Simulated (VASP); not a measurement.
# WS2 in VASP: further runs, part 2 of 2

VASP 6.6.1. Earlier steps stand in the parts before.

### Step 5. Single point, RPBE

This run uses another cell than the first one, of 50.43 Å³/atom, 1.055 times its volume.

INCAR

```
SYSTEM = WS2
  PREC = Accurate
  ENCUT = 520
  EDIFF = 1E-6
  ISMEAR = -1
  SIGMA = 0.05
  LREAL = .False.
  LASPH = .True.
  NELM = 60
  ALGO = Normal
  ISIF = 2
  LWAVE = .False.
  LCHARG = .False.
  GGA = RP
  NBANDS = 20
```

KPOINTS

```
regular mesh
0
Gamma
  10 10 2
  0 0 0
```

POSCAR

```
WS2
1.0
    3.2103292114      0.0000000000      0.0000000000
   -1.6051646057      2.7802266516      0.0000000000
    0.0000000000      0.0000000000     16.9514616571
W S
1 2
Direct
    0.0000000000      0.0000000000      0.0000000000
    0.3333333333      0.6666666667      0.0928014881
    0.3333333333      0.6666666667      0.9071985119
```

Potentials or basis: VASP PAW PBE potentials, release 64 (W_sv, S).

The run is started by

```bash
$ cat potpaw_PBE.64/W_sv/POTCAR potpaw_PBE.64/S/POTCAR > POTCAR
$ mpirun -np 1 vasp_std > vasp.out
```

OUTCAR:

```text
SYSTEM = WS2
   PREC = Accurate
   ENCUT = 520
   EDIFF = 1E-6
   ISMEAR = -1
   LREAL = .False.
   LASPH = .True.
   NELM = 60
   ISIF = 2
   GGA = RP

 ion  position               nearest neighbor table
   1  0.000  0.000  0.000-   2 2.43   3 2.43   2 2.43   3 2.43   2 2.43   3 2.43
   2  0.333  0.667  0.093-   1 2.43   1 2.43   1 2.43
   3  0.333  0.667  0.907-   1 2.43   1 2.43   1 2.43

  LATTYP: Found a hexagonal cell.
 ALAT       =     3.2103292114
 C/A-ratio  =     5.2802876406

  Lattice vectors:

 A1 = (   3.2103292114,   0.0000000000,   0.0000000000)
 A2 = (  -1.6051646057,   2.7802266516,   0.0000000000)
 A3 = (   0.0000000000,   0.0000000000,  16.9514616571)

Analysis of symmetry for initial positions (statically):
=====================================================================
 Subroutine PRICEL returns:
 Original cell was already a primitive cell.

 Routine SETGRP: Setting up the symmetry group for a
 hexagonal supercell.

 Subroutine GETGRP returns: Found 12 space group operations
 (whereof 12 operations were pure point group operations)
 out of a pool of 24 trial point group operations.

The static configuration has the point symmetry D_3h.

Analysis of symmetry for dynamics (positions and initial velocities):
=====================================================================
 Subroutine PRICEL returns:
 Original cell was already a primitive cell.

 Routine SETGRP: Setting up the symmetry group for a
 hexagonal supercell.

 Subroutine GETGRP returns: Found 12 space group operations
 (whereof 12 operations were pure point group operations)
 out of a pool of 24 trial point group operations.

The dynamic configuration has the point symmetry D_3h.

 Subroutine INISYM returns: Found 12 space group operations
 (whereof 12 operations are pure point group operations),
 and found     1 'primitive' translations

[... 105 lines left out ...]
   TEBEG  =    0.0;   TEEND  =   0.0 temperature during run
   PSTRESS=    0.0 pullay stress
   NELECT =      26.0000    total number of electrons
   NUPDOWN=      -1.0000    fix difference up-down
   EMIN   =  10.00;   EMAX   =-10.00  energy-range for DOS
   EFERMI =   0.00;   METHOD = LEGACY
   ISMEAR =    -1;   SIGMA  =   0.05  broadening in eV -4-tet -1-fermi 0-gaus
   EFERMI_NEDOS =   21; number of points for ismear=-14 and -15
   IALGO  =     38    algorithm
   IMIX   =      4    mixing-type and parameters
     AMIX     =   0.40;   BMIX     =  1.00
     AMIX_MAG =   1.60;   BMIX_MAG =  1.00
  volume/ion in A,a.u.               =      50.43       340.34
  Fermi-wavevector in a.u.,A,eV,Ry     =   0.910165  1.719963 11.271080  0.828401
  Thomas-Fermi vector in A             =   2.034296
   LORBIT       =      0    0 simple, 1 ext, 2 COOP (PROOUT), +10 PAW based schemes
   GGA     = RP    functional components
   LHFCALC =     F    Hartree Fock is set to
   AEXX    =    0.0000 exact exchange contribution
   IVDW    =     0    specifies the selected vdW correction
   LEPSILON=     F    determine dielectric tensor
   LRPA    =     F    only Hartree local field effects (RPA)
 non-spin polarized calculation
  energy-cutoff  :      520.00
  volume of cell :      151.30
 maximum number of plane-waves:      4110
 NGX is ok and might be reduce to    24
   NGX = 11   NGY = 11   NGZ = 63

 number of electron      26.0000005 magnetization

 Free energy of the ion-electron system (eV)
  ---------------------------------------------------
  ext. energy  EPLUGINS =         0.00000000
  ---------------------------------------------------
  free energy    TOTEN  =       -22.50124163 eV

  energy without entropy =      -22.50124163  energy(sigma->0) =      -22.50124163

 E-fermi :  -0.2486     XC(G=0):  -4.5177

 val. band max:       -1.1916491716   @ k =   0.0000   0.0000   0.5000
 cond. band min:       0.7504684054   @ k =   0.3000   0.3000   0.0000
 fundamental gap:      1.9421175770
 Fermi energy:        -0.2485620385

 k-point     1 :       0.0000    0.0000    0.0000
  band No.  band energies     occupation
      1     -75.3086      2.00000
      2     -39.5087      2.00000
      3     -39.3898      2.00000
      4     -39.3898      2.00000
      5     -15.8177      2.00000
      6     -14.2388      2.00000
[... 541 lines left out ...]
     19       6.7979      0.00000
     20       6.9780      0.00000

 [... further k-points ...]
[... 5 lines left out ...]
  --------------------------------------------------------------------------------------
  -------------------------------------------------------------------------------------
  Total       -0.0511896     -0.0511896     -0.0797047      0.0000000      0.0000000      0.0000000
  in kB       -0.5420697     -0.5420697     -0.8440294      0.0000000      0.0000000      0.0000000
  external PRESSURE =      -0.6427229 kB  Pullay stress =       0.0000000 kB

 VOLUME and BASIS-vectors are now :
 -----------------------------------------------------------------------------
  energy-cutoff  :      520.00
  volume of cell :      151.30
      direct lattice vectors                 reciprocal lattice vectors
     3.210329211  0.000000000  0.000000000     0.311494533  0.179841453  0.000000000
    -1.605164606  2.780226652  0.000000000     0.000000000  0.359682906  0.000000000
     0.000000000  0.000000000 16.951461657     0.000000000  0.000000000  0.058991963

 POSITION                                       TOTAL-FORCE (eV/Angst)
 -----------------------------------------------------------------------------------
      0.00000      0.00000      0.00000         0.000000     -0.000000      0.000000
     -0.00000      1.85348      1.57312        -0.000000      0.000000     -0.016459
     -0.00000      1.85348     15.37834        -0.000000      0.000000      0.016459
 -----------------------------------------------------------------------------------
    total drift:                                0.000000     -0.000000     -0.000000

  FREE ENERGIE OF THE ION-ELECTRON SYSTEM (eV)
  ---------------------------------------------------
  free  energy   TOTEN  =       -22.5012416309 eV

  energy  without entropy=      -22.5012416303  energy(sigma->0) =      -22.50124163
```

stdout:

```text
POSCAR found type information on POSCAR W S
 POSCAR found :  2 types and       3 ions
 scaLAPACK will be used
 -----------------------------------------------------------------------------
|                                                                             |
|                                                                             |
|     You enforced a specific xc type in the INCAR file but a different       |
|     I HOPE YOU KNOW WHAT YOU ARE DOING!                                     |
|                                                                             |
 -----------------------------------------------------------------------------

 LDA part: xc-table for (Slater+PW92), standard interpolation
 POSCAR, INCAR and KPOINTS ok, starting setup
 FFT: planning ... GRIDC
 FFT: planning ... GRID_SOFT
 FFT: planning ... GRID
 WAVECAR not read
 entering main loop
```

Wall time 81 s (1 thread of AMD EPYC 7R13 (Zen 3), shared host); peak memory 0.25 GiB.

Results:

```
Free energy            : -22.5012 eV
Largest force          : 0.016 eV/Å
Band gap on the k mesh : 1.94 eV, indirect (least direct gap 2.09 eV)
```

Forces on the atoms (eV/Å):
```
W    0.000  0.000  0.000
S    0.000  0.000 -0.016
S    0.000  0.000  0.016
```

Caveat: the PAW data sets were made with another functional, which shifts forces and pressure a little; spin-orbit coupling is left out, which moves the levels of the heavy elements.

### Step 6. Single point, revPBE

This run uses another cell than the first one, of 50.30 Å³/atom, 1.052 times its volume.

INCAR

```
ALGO     = Normal         # electronic algorithm
EDIFF    = 1E-6           # SCF threshold, eV
ENCUT    = 520            # plane-wave cutoff, eV
GGA      = RE             # functional
ISIF     = 2              # what is computed and relaxed
ISMEAR   = -1             # smearing method
LASPH    = T              # aspherical terms in the spheres
LCHARG   = F              # write CHGCAR
LREAL    = F              # projectors in reciprocal space
LWAVE    = F              # write WAVECAR
NBANDS   = 20             # bands
NELM     = 60             # most SCF steps
PREC     = Accurate       # precision mode
SIGMA    = 0.05           # smearing width, eV
```

KPOINTS

```
k-points
0
Gamma
  10 10 2
```

POSCAR

```
WS2
1.0
    3.2060020740      0.0000000000      0.0000000000
   -1.6030010370      2.7764792407      0.0000000000
    0.0000000000      0.0000000000     16.9511479934
W S
1 2
Direct
    0.0000000000      0.0000000000      0.0000000000
    0.3333333333      0.6666666667      0.0926881375
    0.3333333333      0.6666666667      0.9073118625
```

Potentials or basis: VASP PAW PBE potentials, release 64 (W_sv, S).

The run is started by

```bash
$ cat potpaw_PBE.64/W_sv/POTCAR potpaw_PBE.64/S/POTCAR > POTCAR
$ mpirun -np 1 vasp_std > vasp.out
```

Wall time 82 s (1 thread of AMD EPYC 7R13 (Zen 3), shared host); peak memory 0.25 GiB.

The run converged. Its results:

```
Free energy            : -22.6729 eV
Band gap on the k mesh : 1.95 eV, indirect (least direct gap 2.10 eV)
```

Forces on the atoms (eV/Å):
```
W    0.000  0.000  0.000
S    0.000  0.000  0.002
S    0.000  0.000 -0.002
```

Levels at points of the mesh, in eV from the valence-band top:
| k point | band 10 | band 11 | band 12 | band 13 | band 14 | band 15 | band 16 | band 17 |
| --- | --- | --- | --- | --- | --- | --- | --- | --- |
| (0.00, 0.00, 0.00) | -2.06 | -1.64 | -1.64 | 0.00 | 2.82 | 2.82 | 2.97 | 2.97 |
| (0.50, 0.00, 0.00) | -3.38 | -2.12 | -1.32 | -0.92 | 2.76 | 3.22 | 4.03 | 4.63 |
| (0.00, 0.00, 0.50) | -2.06 | -1.64 | -1.64 | 0.00 | 2.82 | 2.82 | 2.97 | 2.97 |
| (0.50, 0.00, 0.50) | -3.38 | -2.12 | -1.32 | -0.92 | 2.76 | 3.22 | 4.03 | 4.63 |

Caveat: the PAW data sets were made with another functional, which shifts forces and pressure a little; spin-orbit coupling is left out, which moves the levels of the heavy elements.

### Step 7. Summary

```csv
level,potentials or basis,cell,gap on the mesh (eV),largest force (eV/Å)
LDA,"VASP PAW LDA potentials, release 64 (W_sv, S)","a = 3.126, b = 3.126, c = 16.953 Å, angles 90.0, 90.0, 120.0°, 3 atoms",2.28,0.05
PBEsol,"VASP PAW PBE potentials, release 64 (W_sv, S)","a = 3.146, b = 3.146, c = 16.953 Å, angles 90.0, 90.0, 120.0°, 3 atoms",2.25,0.02
PBE,"VASP PAW PBE potentials, release 64 (W_sv, S)","a = 3.189, b = 3.189, c = 16.951 Å, angles 90.0, 90.0, 120.0°, 3 atoms",2.05,-
RPBE,"VASP PAW PBE potentials, release 64 (W_sv, S)","a = 3.210, b = 3.210, c = 16.951 Å, angles 90.0, 90.0, 120.0°, 3 atoms",1.94,0.02
revPBE,"VASP PAW PBE potentials, release 64 (W_sv, S)","a = 3.206, b = 3.206, c = 16.951 Å, angles 90.0, 90.0, 120.0°, 3 atoms",1.95,-
```

Alike in all rows: task single point; no spin polarisation; k mesh 10 × 10 × 2; cutoff (eV) 520; smearing fermi-dirac 0.05 eV.

Caveats: spin-orbit coupling is left out, which moves the levels of the heavy elements; the PAW data sets were made with another functional, which shifts forces and pressure a little (some runs).

Absolute energies hang on the potentials; compare differences alone.
